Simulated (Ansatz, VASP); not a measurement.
Two plane-wave programs on MnS

POSCAR

```
MnS
1.0
    0.0000000000      5.2090000000      5.2090000000
    2.6045000000      0.0000000000      2.6045000000
    2.6045000000      2.6045000000      0.0000000000
Mn S
2 2
Direct
    0.0000000000      0.0000000000      0.0000000000
    0.5000000000      0.0000000000      0.0000000000
    0.2500000000      0.5000000000      0.5000000000
    0.7500000000      0.5000000000      0.5000000000
```

The input INCAR.step1:

```
SYSTEM = MnS
PREC     = Accurate       ! precision mode
ENCUT    = 520            ! plane-wave cutoff, eV
ISMEAR   = -1             ! smearing method
SIGMA    = 0.05           ! smearing width, eV
LREAL    = .FALSE.        ! projectors in reciprocal space
LASPH    = .TRUE.         ! aspherical terms in the spheres
NELM     = 100            ! most SCF steps
NBANDS   = 27             ! bands
GGA      = PE             ! functional
ALGO     = Normal         ! electronic algorithm
EDIFF    = 1E-4           ! SCF threshold, eV
LWAVE    = .TRUE.         ! write WAVECAR
LCHARG   = .FALSE.        ! write CHGCAR
```

INCAR.step2

```
SYSTEM = MnS
PREC     = Accurate       ! precision mode
ENCUT    = 520            ! plane-wave cutoff, eV
EDIFF    = 1E-7           ! SCF threshold, eV
ISMEAR   = -1             ! smearing method
SIGMA    = 0.05           ! smearing width, eV
LREAL    = .FALSE.        ! projectors in reciprocal space
LASPH    = .TRUE.         ! aspherical terms in the spheres
NELM     = 100            ! most SCF steps
ALGO     = Normal         ! electronic algorithm
ISIF     = 2              ! what is computed and relaxed
LWAVE    = .FALSE.        ! write WAVECAR
LCHARG   = .FALSE.        ! write CHGCAR
METAGGA  = R2SCAN         ! meta-GGA
LMIXTAU  = .TRUE.       
NBANDS   = 27             ! bands
ISTART   = 1
```

Contents of KPOINTS:

```
regular mesh
0
G
  4 8 8
  0 0 0
```

Input for Ansatz:

```yaml
crystal:
  lattice:
    - [0.0, 5.209, 5.209]
    - [2.6045, 0.0, 2.6045]
    - [2.6045, 2.6045, 0.0]
  atoms:
    - { symbol: Mn, position: [0.0, 0.0, 0.0] }
    - { symbol: S, position: [0.25, 0.5, 0.5] }
    - { symbol: Mn, position: [0.5, 0.0, 0.0] }
    - { symbol: S, position: [0.75, 0.5, 0.5] }
  symmetry: { tolerance: 0.0003 }
hamiltonian:
  xc: r2scan
  pseudopotentials: { kind: paw, azcp: { folder: soft_1 } }
basis:
  ecutwfc: 500
magnetization:
  spin_polarized: false
scf:
  occupations: { method: fermi_dirac, width: 0.05 }
kpoints:
  mp_grid: { grid: [4, 8, 8], shift: [0, 0, 0] }
output:
  forces: true
  stress: true
  eigenvalues: true
```

Alike in both runs: task single point; functional r2SCAN; k mesh 4 × 8 × 8; occupations fermi-dirac, width 0.05 eV; no spin polarisation.

```csv
,VASP,Ansatz
version,VASP 6.6.1,Ansatz 0.2.0
potentials or method,"VASP PAW PBE potentials, release 64 (Mn_pv, S), cutoff 520 eV",PAW plane waves
valence electrons in the cell,38,42
```

```tsv
	VASP	Ansatz	Ansatz less VASP
pressure (GPa)	-21.6	-21.5	+0.09
```

VASP's potentials were made for PBE, not for r2SCAN. VASP's potentials hold 38 valence electrons a cell and Ansatz's 42, so a difference there can come from the potentials and not from the codes.
